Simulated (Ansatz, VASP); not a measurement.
## Two plane-wave programs on PbSe

INCAR

```
PREC = Accurate
ENCUT = 520
EDIFF = 1E-7
ISMEAR = -1
SIGMA = 0.05
LREAL = False
LASPH = True
NELM = 100
ALGO = Normal
ISIF = 2
LWAVE = False
LCHARG = True
GGA = PS
LELF = True
LVHAR = True
NBANDS = 28
```

File KPOINTS:

```
regular mesh
0
Gamma
  6 6 3
```

POSCAR

```
PbSe
1.0
    4.3552219700      0.0000000000      0.0000000000
   -0.0101716689      4.3552100919      0.0000000000
   -2.1725251505     -2.1776050460     11.8386061582
Pb Se
2 2
Direct
    0.8068400000      0.8073040000      0.6184430000
    0.1854540000      0.1998100000      0.3823760000
    0.2873320000      0.3231460000      0.6231940000
    0.6842660000      0.6998950000      0.3779650000
```

input.yaml

```yaml
crystal:
  lattice:
    - [4.35522197, 0.0, 0.0]
    - [-0.0101716689, 4.3552100919, 0.0]
    - [-2.1725251505, -2.177605046, 11.8386061582]
  atoms:
    - { symbol: Pb, position: [0.80684, 0.807304, 0.618443] }
    - { symbol: Pb, position: [0.185454, 0.19981, 0.382376] }
    - { symbol: Se, position: [0.287332, 0.323146, 0.623194] }
    - { symbol: Se, position: [0.684266, 0.699895, 0.377965] }
hamiltonian:
  xc: pbesol
  pseudopotentials: { kind: paw }
kpoints:
  mp_grid: { grid: [6, 6, 3] }
scf:
  occupations: { method: fermi_dirac, width: 0.05 }
output:
  forces: true
  stress: true
  eigenvalues: true
  write_density: true
  write_potential: true
  elf: true
  volumetric_format: npy
```

Alike in both runs: task single point; functional PBEsol; k mesh 6 × 6 × 3; occupations fermi-dirac, width 0.05 eV; no spin polarisation.

|  | VASP | Ansatz |
| --- | --- | --- |
| version | VASP 6.6.1 | Ansatz 0.2.0 |
| potentials or method | VASP PAW PBE potentials, release 64 (Pb_d, Se) | Ansatz PAW |
| plane-wave cutoff (eV) | 520 | 420 |
| valence electrons in the cell | 40 | 60 |

```csv
,VASP,Ansatz,Ansatz less VASP
gap on the k mesh at the Fermi level (eV),1.51,1.51,-0.001
least direct gap on the mesh (eV),1.51,1.51,-0.001
rms of the force components (eV/Å),0.141,0.145,+0.0039
```

VASP's potentials were made for PBE, not for PBEsol. Atom by atom the forces differ by 0.005 eV/Å (rms over components). VASP's potentials hold 40 valence electrons a cell and Ansatz's 60, so a difference there can come from the potentials and not from the codes.

Spin-orbit coupling is off throughout. Noted on Ansatz's run: odd divisions of the mesh miss points on the zone boundary, where band edges often lie, so the gap on the mesh can be too wide.
